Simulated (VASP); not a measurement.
Input of a VASP 6.6.1 run:

INCAR

```
ALGO     = Normal         # electronic algorithm
EDIFF    = 1E-6           # SCF threshold, eV
ENCUT    = 520            # plane-wave cutoff, eV
GGA      = CA             # functional
ISIF     = 2              # what is computed and relaxed
ISMEAR   = 0              # smearing method
LASPH    = T              # aspherical terms in the spheres
LCHARG   = F              # write CHGCAR
LREAL    = F              # projectors in reciprocal space
LWAVE    = F              # write WAVECAR
NBANDS   = 15             # bands
NELM     = 80             # most SCF steps
PREC     = Accurate       # precision mode
SIGMA    = 0.05           # smearing width, eV
```

KPOINTS

```
k-points
0
Gamma
  10 10 10
```

The input POSCAR:

```
CaSe
1.0
    0.0000000000      2.9083142420      3.0537299541
    2.9083142420      0.0000000000      3.0537299541
    2.9083142420      2.9083142420      0.0000000000
Ca Se
1 1
Direct
    0.0000000000      0.0000000000      0.0000000000
    0.5000000000      0.5000000000      0.5000000000
```

Potentials or basis: VASP PAW LDA potentials, release 64 (Ca_sv, Se).

The run is started by

```console
$ cat potpaw_LDA.64/Ca_sv/POTCAR potpaw_LDA.64/Se/POTCAR > POTCAR
$ mpirun -np 1 vasp_std > vasp.out
```

Task: What does it give for the band gap on the k mesh?

Result: 1.85 eV (least direct gap 2.70 eV).

Task: Predict the pressure.

Result: -2.6 GPa.

Stress tensor (GPa, compression positive):
```
-1.35  0.00  0.00
 0.00 -1.35  0.00
 0.00  0.00 -5.13
```

 A k mesh can miss the band edges.
